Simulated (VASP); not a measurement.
# H2 in VASP: further runs

Runs on H2. Level: PBEsol. Tasks: single point, relaxation of the atoms.

Everything below comes from runs of VASP 6.6.1. Logs are shortened: lines on timing, memory, paths and dates and some standing lists are left out, and cuts for length are marked.

### 1 The cell of the first run

The cell holds a molecule in a box, 2 atoms: a = 15.000 Å, b = 15.500 Å, c = 16.000 Å, α = 90.00°, β = 90.00°, γ = 90.00°.

### 2 Single point, PBEsol

INCAR

```
PREC = Accurate
ENCUT = 520
EDIFF = 1E-6
ISMEAR = 0
SIGMA = 0.005
LREAL = F
LASPH = T
NELM = 80
ALGO = Normal
ISIF = 2
LWAVE = F
LCHARG = T
GGA = PS
LELF = T
LVHAR = T
ISYM = 0
NBANDS = 8
```

KPOINTS

```
Automatic mesh
0
Gamma
  1 1 1
```

POSCAR

```
H
1.0
   15.0000000000      0.0000000000      0.0000000000
    0.0000000000     15.5000000000      0.0000000000
    0.0000000000      0.0000000000     16.0000000000
H
2
Direct
    0.4747794771      0.4989640112      0.5012047606
    0.5252205229      0.5010359888      0.4987952394
```

Potentials or basis: VASP PAW PBE potentials, release 64 (H).

Run with:

```
$ cat potpaw_PBE.64/H/POTCAR > POTCAR
$ mpirun -np 1 vasp_gam > vasp.out
```

OUTCAR:

```text
PREC = Accurate
   ENCUT = 520
   EDIFF = 1E-6
   ISMEAR = 0
   LREAL = F
   LASPH = T
   NELM = 80
   ISIF = 2
   GGA = PS
   ISYM = 0

 ion  position               nearest neighbor table
   1  0.475  0.499  0.501-   2 0.76
   2  0.525  0.501  0.499-   1 0.76

IMPORTANT INFORMATION: All symmetrisations will be switched off!
NOSYMM: (Re-)initialisation of all symmetry stuff for point group C_1.

----------------------------------------------------------------------------------------

                                     Primitive cell

  volume of cell :    3720.0000

  direct lattice vectors                    reciprocal lattice vectors
    15.000000000  0.000000000  0.000000000     0.066666667  0.000000000  0.000000000
     0.000000000 15.500000000  0.000000000     0.000000000  0.064516129  0.000000000
     0.000000000  0.000000000 16.000000000     0.000000000  0.000000000  0.062500000

  length of vectors
    15.000000000 15.500000000 16.000000000     0.066666667  0.064516129  0.062500000

  position of ions in fractional coordinates (direct lattice)
     0.474779477  0.498964011  0.501204761
     0.525220523  0.501035989  0.498795239

  ion indices of the primitive-cell ions
   primitive index   ion index
                 1           1
                 2           2

----------------------------------------------------------------------------------------

 KPOINTS: Automatic mesh

Automatic generation of k-mesh.
 Grid dimensions read from file:
 generate k-points for:    1    1    1

 Generating k-lattice:

  Cartesian coordinates                     Fractional coordinates (reciprocal lattice)
     0.066666667  0.000000000  0.000000000     1.000000000  0.000000000  0.000000000
     0.000000000  0.064516129  0.000000000     0.000000000  1.000000000  0.000000000
     0.000000000  0.000000000  0.062500000     0.000000000  0.000000000  1.000000000

  Length of vectors
     0.066666667  0.064516129  0.062500000

  Shift w.r.t. Gamma in fractional coordinates (k-lattice)
     0.000000000  0.000000000  0.000000000

 Subroutine IBZKPT returns following result:
 ===========================================

 Found      1 irreducible k-points:

 Following reciprocal coordinates:
            Coordinates               Weight
  0.000000  0.000000  0.000000      1.000000
   k-points           NKPTS =      1   k-points in BZ     NKDIM =      1   number of bands    NBANDS=      8
   number of dos      NEDOS =    301   number of ions     NIONS =      2
   total plane-waves  NPLWV = ******
   dimension x,y,z NGX =   112 NGY =  120 NGZ =  120
   dimension x,y,z NGXF=   224 NGYF=  240 NGZF=  240
   ions per type =               2
   NGX,Y,Z   is equivalent  to a cutoff of  12.41, 12.87, 12.47 a.u.
   NGXF,Y,Z  is equivalent  to a cutoff of  24.83, 25.74, 24.94 a.u.
 SYSTEM =  unknown system
   PREC   = accura    normal or accurate (medium, high low for compatibility)
   ISTART =      0    job   : 0-new  1-cont  2-samecut
   ICHARG =      2    charge: 1-file 2-atom 10-const
   ISPIN  =      1    spin polarized calculation?
   LNONCOLLINEAR =      F non collinear calculations
   LSORBIT =      F    spin-orbit coupling
   LASPH  =      T    aspherical Exc in radial PAW
   ENCUT  =  520.0 eV  38.22 Ry    6.18 a.u.  27.89 28.82 29.75*2*pi/ulx,y,z
   NELM   =     80;   NELMIN=  2; NELMDL= -5     # of ELM steps
   EDIFF  = 0.1E-05   stopping-criterion for ELM
   LREAL  =      F    real-space projection
   EDIFFG = 0.1E-04   stopping-criterion for IOM
   NSW    =      0    number of steps for IOM
   IBRION =     -1    ionic relax: 0-MD 1-quasi-New 2-CG
   NFREE  =      0    steps in history (QN), initial steepest desc. (CG)
   ISIF   =      2    stress and relaxation
   ISYM   =      0    0-nonsym 1-usesym 2-fastsym
   POTIM  = 0.5000    time-step for ionic-motion
   TEBEG  =    0.0;   TEEND  =   0.0 temperature during run
   PSTRESS=    0.0 pullay stress
   NELECT =       2.0000    total number of electrons
   NUPDOWN=      -1.0000    fix difference up-down
   EMIN   =  10.00;   EMAX   =-10.00  energy-range for DOS
   EFERMI =   0.00;   METHOD = LEGACY
   ISMEAR =     0;   SIGMA  =   0.01  broadening in eV -4-tet -1-fermi 0-gaus
   EFERMI_NEDOS =   21; number of points for ismear=-14 and -15
   IALGO  =     38    algorithm
   IMIX   =      4    mixing-type and parameters
     AMIX     =   0.40;   BMIX     =  1.00
     AMIX_MAG =   1.60;   BMIX_MAG =  1.00
  volume/ion in A,a.u.               =    1860.00     12551.90
  Fermi-wavevector in a.u.,A,eV,Ry     =   0.133118  0.251557  0.241101  0.017720
  Thomas-Fermi vector in A             =   0.777987
   LORBIT       =      0    0 simple, 1 ext, 2 COOP (PROOUT), +10 PAW based schemes
   GGA     = PS    functional components
   LHFCALC =     F    Hartree Fock is set to
   AEXX    =    0.0000 exact exchange contribution
   IVDW    =     0    specifies the selected vdW correction
   LEPSILON=     F    determine dielectric tensor
   LRPA    =     F    only Hartree local field effects (RPA)
 non-spin polarized calculation
 Gauss-broadening in eV      SIGMA  =   0.01
  energy-cutoff  :      520.00
  volume of cell :     3720.00
 maximum number of plane-waves:     50071
 NGX is ok and might be reduce to   112
   NGX = 55   NGY = 57   NGZ = 59

 number of electron       2.0000001 magnetization

 Free energy of the ion-electron system (eV)
  ---------------------------------------------------
  ext. energy  EPLUGINS =         0.00000000
  ---------------------------------------------------
  free energy    TOTEN  =        -6.51344790 eV

  energy without entropy =       -6.51344790  energy(sigma->0) =       -6.51344790

 E-fermi : -10.1106     XC(G=0):  -0.1169

 val. band max:      -10.1347922011   @ k =   0.0000   0.0000   0.0000
 cond. band min:      -0.0681802938   @ k =   0.0000   0.0000   0.0000
 fundamental gap:     10.0666119073
 Fermi energy:       -10.1105650989

 k-point     1 :       0.0000    0.0000    0.0000
  band No.  band energies     occupation
      1     -10.1348      2.00000
      2      -0.0682      0.00000
      3       0.2530      0.00000
      4       0.4635      0.00000
      5       0.4862      0.00000
      6       0.4936      0.00000
      7       0.5833      0.00000
      8       0.6328      0.00000

------------------------ aborting loop because EDIFF is reached ----------------------------------------

  FORCE on cell =-STRESS in cart. coord.  units (eV):
  Direction    XX          YY          ZZ          XY          YZ          ZX
  --------------------------------------------------------------------------------------
  -------------------------------------------------------------------------------------
  Total       -0.0283538     -0.0253517     -0.0251545     -0.0001705     -0.0000083      0.0002053
  in kB       -0.0122118     -0.0109188     -0.0108338     -0.0000734     -0.0000036      0.0000884
  external PRESSURE =      -0.0113215 kB  Pullay stress =       0.0000000 kB

 VOLUME and BASIS-vectors are now :
 -----------------------------------------------------------------------------
  energy-cutoff  :      520.00
  volume of cell :     3720.00
      direct lattice vectors                 reciprocal lattice vectors
    15.000000000  0.000000000  0.000000000     0.066666667  0.000000000  0.000000000
     0.000000000 15.500000000  0.000000000     0.000000000  0.064516129  0.000000000
     0.000000000  0.000000000 16.000000000     0.000000000  0.000000000  0.062500000

 POSITION                                       TOTAL-FORCE (eV/Angst)
 -----------------------------------------------------------------------------------
      7.12169      7.73394      8.01928        -0.003120     -0.000165      0.000251
      7.87831      7.76606      7.98072         0.003120      0.000165     -0.000251
 -----------------------------------------------------------------------------------
    total drift:                               -0.000002     -0.000000      0.000000

  FREE ENERGIE OF THE ION-ELECTRON SYSTEM (eV)
  ---------------------------------------------------
  free  energy   TOTEN  =        -6.5134479022 eV

  energy  without entropy=       -6.5134479022  energy(sigma->0) =       -6.51344790
```

Wall time 5.9 min (1 thread of Intel Xeon 8259CL, shared host); peak memory 2 GiB.

Results:

```
Free energy                     : -6.5134 eV
Largest force                   : 0.003 eV/Å
Gap between the frontier levels : 10.07 eV
```

Forces in eV/Å, atoms in the order of the input:
```
H   -0.003  0.000  0.000
H    0.003  0.000  0.000
```

Caveat: the PAW data sets were made with another functional, which shifts forces and pressure a little.

### 3 Relaxation of the atoms, PBEsol

INCAR

```
  PREC = Accurate
  ENCUT = 520
  EDIFF = 1E-6
  ISMEAR = 0
  SIGMA = 0.005
  LREAL = False
  LASPH = True
  NELM = 100
  ALGO = Normal
  ISIF = 2
  LWAVE = False
  LCHARG = False
  GGA = PS
  IBRION = 2
  NSW = 100
  EDIFFG = -0.01
  ISYM = 0
```

KPOINTS

```
regular mesh
0
Gamma
  1 1 1
```

POSCAR

```
H
1.0
   15.0000000000      0.0000000000      0.0000000000
    0.0000000000     15.5000000000      0.0000000000
    0.0000000000      0.0000000000     16.0000000000
H
2
Direct
    0.4767982093      0.4990469909      0.5011083543
    0.5232017907      0.5009530091      0.4988916457
```

Potentials or basis: VASP PAW PBE potentials, release 64 (H).

Run with:

```
$ cat potpaw_PBE.64/H/POTCAR > POTCAR
$ mpirun -np 1 vasp_gam > vasp.out
```

OUTCAR:

```text
PREC = Accurate
   ENCUT = 520
   EDIFF = 1E-6
   ISMEAR = 0
   LREAL = False
   LASPH = True
   NELM = 100
   ISIF = 2
   GGA = PS
   IBRION = 2
   NSW = 100
   EDIFFG = -0.01
   ISYM = 0

 ion  position               nearest neighbor table
   1  0.477  0.499  0.501-   2 0.70
   2  0.523  0.501  0.499-   1 0.70

IMPORTANT INFORMATION: All symmetrisations will be switched off!
NOSYMM: (Re-)initialisation of all symmetry stuff for point group C_1.

----------------------------------------------------------------------------------------

                                     Primitive cell

  volume of cell :    3720.0000

  direct lattice vectors                    reciprocal lattice vectors
    15.000000000  0.000000000  0.000000000     0.066666667  0.000000000  0.000000000
     0.000000000 15.500000000  0.000000000     0.000000000  0.064516129  0.000000000
     0.000000000  0.000000000 16.000000000     0.000000000  0.000000000  0.062500000

  length of vectors
    15.000000000 15.500000000 16.000000000     0.066666667  0.064516129  0.062500000

  position of ions in fractional coordinates (direct lattice)
     0.476798209  0.499046991  0.501108354
     0.523201791  0.500953009  0.498891646

  ion indices of the primitive-cell ions
   primitive index   ion index
                 1           1
                 2           2

----------------------------------------------------------------------------------------

 KPOINTS: regular mesh

Automatic generation of k-mesh.
 Grid dimensions read from file:
 generate k-points for:    1    1    1

 Generating k-lattice:

  Cartesian coordinates                     Fractional coordinates (reciprocal lattice)
     0.066666667  0.000000000  0.000000000     1.000000000  0.000000000  0.000000000
     0.000000000  0.064516129  0.000000000     0.000000000  1.000000000  0.000000000
     0.000000000  0.000000000  0.062500000     0.000000000  0.000000000  1.000000000

  Length of vectors
[... 68 lines left out ...]
 NGX is ok and might be reduce to   112
   NGX = 55   NGY = 57   NGZ = 59

--------------------------------------- Ionic step        1  -------------------------------------------

 number of electron       2.0000000 magnetization

 Free energy of the ion-electron system (eV)
  ---------------------------------------------------
  ext. energy  EPLUGINS =         0.00000000
  ---------------------------------------------------
  free energy    TOTEN  =        -6.44304765 eV

  energy without entropy =       -6.44304765  energy(sigma->0) =       -6.44304765

------------------------ aborting loop because EDIFF is reached ----------------------------------------

  FORCE on cell =-STRESS in cart. coord.  units (eV):
  Direction    XX          YY          ZZ          XY          YZ          ZX
  --------------------------------------------------------------------------------------
  -------------------------------------------------------------------------------------
  Total        1.6868911     -0.0236055     -0.0220618      0.0727065     -0.0037043     -0.0873285
  in kB        0.7265319     -0.0101667     -0.0095018      0.0313142     -0.0015954     -0.0376118
  external PRESSURE =       0.2356211 kB  Pullay stress =       0.0000000 kB
[... 23 lines left out ...]
--------------------------------------- Ionic step        2  -------------------------------------------

 number of electron       1.9999999 magnetization

 E-fermi :  -9.3468     XC(G=0):  -0.1295

 val. band max:       -9.4007416359   @ k =   0.0000   0.0000   0.0000
 cond. band min:      -0.3451283930   @ k =   0.0000   0.0000   0.0000
 fundamental gap:      9.0556132428
 Fermi energy:        -9.3468381053

 k-point     1 :       0.0000    0.0000    0.0000
  band No.  band energies     occupation
      1      -9.4007      2.00000
      2      -0.3451      0.00000
      3      -0.0751      0.00000
      4       0.4393      0.00000
      5       0.4747      0.00000
[... 63 lines left out ...]
  FREE ENERGIE OF THE ION-ELECTRON SYSTEM (eV)
  ---------------------------------------------------
  free  energy   TOTEN  =        -6.5132960994 eV

  energy  without entropy=       -6.5132960994  energy(sigma->0) =       -6.51329610

[... ionic steps 4 to 14 ...]

--------------------------------------- Ionic step       15  -------------------------------------------

 number of electron       2.0000001 magnetization

------------------------ aborting loop because EDIFF is reached ----------------------------------------
[... 67 lines left out ...]
--------------------------------------- Ionic step       17  -------------------------------------------

 number of electron       2.0000001 magnetization

 Free energy of the ion-electron system (eV)
  ---------------------------------------------------
  ext. energy  EPLUGINS =         0.00000000
  ---------------------------------------------------
  free energy    TOTEN  =        -6.51344835 eV

  energy without entropy =       -6.51344835  energy(sigma->0) =       -6.51344835

 E-fermi : -10.1102     XC(G=0):  -0.1048

 val. band max:      -10.1341292698   @ k =   0.0000   0.0000   0.0000
 cond. band min:      -0.0568476282   @ k =   0.0000   0.0000   0.0000
 fundamental gap:     10.0772816416
 Fermi energy:       -10.1102374545

 k-point     1 :       0.0000    0.0000    0.0000
  band No.  band energies     occupation
      1     -10.1341      2.00000
      2      -0.0568      0.00000
      3       0.2565      0.00000
      4       0.4778      0.00000
      5       0.4845      0.00000
[... 27 lines left out ...]
  FREE ENERGIE OF THE ION-ELECTRON SYSTEM (eV)
  ---------------------------------------------------
  free  energy   TOTEN  =        -6.5134483459 eV

  energy  without entropy=       -6.5134483459  energy(sigma->0) =       -6.51344835

 reached required accuracy - stopping structural energy minimisation
```

OSZICAR:

```text
N       E                     dE             d eps       ncg     rms          rms(c)
DAV:   1    -0.158029828986E+01   -0.15803E+01   -0.55686E+02    15   0.207E+02
DAV:   2    -0.709925759408E+01   -0.55190E+01   -0.55190E+01    10   0.419E+01
DAV:   3    -0.720693333761E+01   -0.10768E+00   -0.10768E+00    20   0.818E+00
[... 99 lines left out ...]
DAV:   1    -0.651344652686E+01   -0.17778E-05   -0.45515E-06    20   0.162E-02    0.105E-03
DAV:   2    -0.651344649015E+01    0.36708E-07   -0.12602E-08    10   0.475E-04
  16 F= -.65134465E+01 E0= -.65134465E+01  d E =-.440368E-05
       N       E                     dE             d eps       ncg     rms          rms(c)
DAV:   1    -0.651344846854E+01   -0.19417E-05   -0.18183E-05    20   0.323E-02    0.210E-03
DAV:   2    -0.651344834594E+01    0.12260E-06   -0.48619E-08    10   0.948E-04
  17 F= -.65134483E+01 E0= -.65134483E+01  d E =-.625947E-05
```

It took 27 min on 1 thread of Intel Xeon 8259CL, shared host; peak memory 2 GiB.

Results:

```yaml
Free_energy: -6.5134 eV
Energy_gained_by_relaxing: 35.2 meV/atom
Ionic_steps: 17
Largest_force_after_relaxing: 0.003 eV/Å
Gap_between_the_frontier_levels: 10.08 eV
```

Forces in eV/Å, atoms in the order of the input:
```
H   -0.003  0.000  0.000
H    0.003  0.000  0.000
```

Step by step:
```
step  energy change (eV)  largest force (eV/Å)  pressure (GPa)
   1              0.0000                2.4784            0.02
   2              0.3044                3.5373           -0.05
   3             -0.0702                0.1001            0.00
   4             -0.0704                0.0186            0.00
   5             -0.0704                0.0224            0.00
   6             -0.0704                0.0218            0.00
   7             -0.0704                0.0202            0.00
   8             -0.0704                0.0201            0.00
   9             -0.0704                0.0201            0.00
  10             -0.0704                0.0200            0.00
  11             -0.0704                0.0199            0.00
  12             -0.0704                0.0196            0.00
  13             -0.0704                0.0191            0.00
  14             -0.0704                0.0181            0.00
  15             -0.0704                0.0160            0.00
  16             -0.0704                0.0118            0.00
  17             -0.0704                0.0035            0.00
```

Final structure:
```xyz
2
Lattice="15.0000 0.0000 0.0000 0.0000 15.5000 0.0000 0.0000 0.0000 16.0000" Properties=species:S:1:pos:R:3 pbc="T T T"
H     7.1217    7.7339    8.0193
H     7.8783    7.7661    7.9807
```

Caveat: the PAW data sets were made with another functional, which shifts forces and pressure a little.
